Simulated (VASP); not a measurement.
Crystal: PbO2.

```xyz
6
Lattice="4.9950 0.0000 0.0000 0.0000 4.9950 0.0000 0.0000 0.0000 3.4090" Properties=species:S:1:pos:R:3 pbc="T T T"
Pb    2.4975    2.4975    1.7045
Pb    0.0000    0.0000    0.0000
O     3.4594    3.4594    0.0000
O     4.0331    0.9619    1.7045
O     0.9619    4.0331    1.7045
O     1.5356    1.5356    0.0000
```

```yaml
Program: VASP 6.6.1
Task: relaxation of cell and atoms
Functional: RPBE
Potentials_or_basis: VASP PAW PBE potentials, release 64 (Pb_d, O)
Cutoff: 600 eV
k_mesh: 5 × 5 × 6
Occupations: fermi-dirac, width 0.05 eV
Spin: no spin polarisation
```

At the start: pressure 9.4 GPa; volume 14.18 Å³/atom.

**Question.** Where does the relaxation end?

**Answer.** Over 8 steps the energy falls by 29.7 meV/atom and the volume is 15.32 Å³/atom (+8.0 %); space group P4_2/mnm (No. 136, to 0.1 Å) before and after.

Step by step:
| step | energy change (eV) | largest force (eV/Å) | pressure (GPa) | volume (Å³) |
| --- | --- | --- | --- | --- |
| 1 | 0.0000 | 0.0720 | 9.37 | 85.05 |
| 2 | -0.1026 | 0.1835 | -4.49 | 95.67 |
| 3 | -0.1694 | 0.1012 | 0.08 | 91.27 |
| 4 | -0.1744 | 0.0515 | 0.07 | 91.47 |
| 5 | -0.1779 | 0.0385 | 0.09 | 91.83 |
| 6 | -0.1782 | 0.0103 | -0.09 | 92.00 |
| 7 | -0.1782 | 0.0066 | -0.10 | 92.02 |
| 8 | -0.1783 | 0.0003 | 0.04 | 91.90 |

Final structure:
```
Pb O
1.0
     5.15720    0.00000    0.00000
     0.00000    5.15720    0.00000
     0.00000    0.00000    3.45521
Pb O
2 4
Direct
  0.50000 0.50000 0.50000
  0.00000 0.00000 0.00000
  0.69153 0.69153 0.00000
  0.80847 0.19153 0.50000
  0.19153 0.80847 0.50000
  0.30847 0.30847 0.00000
```

Caveat: the PAW data sets were made with another functional, which shifts forces and pressure a little.
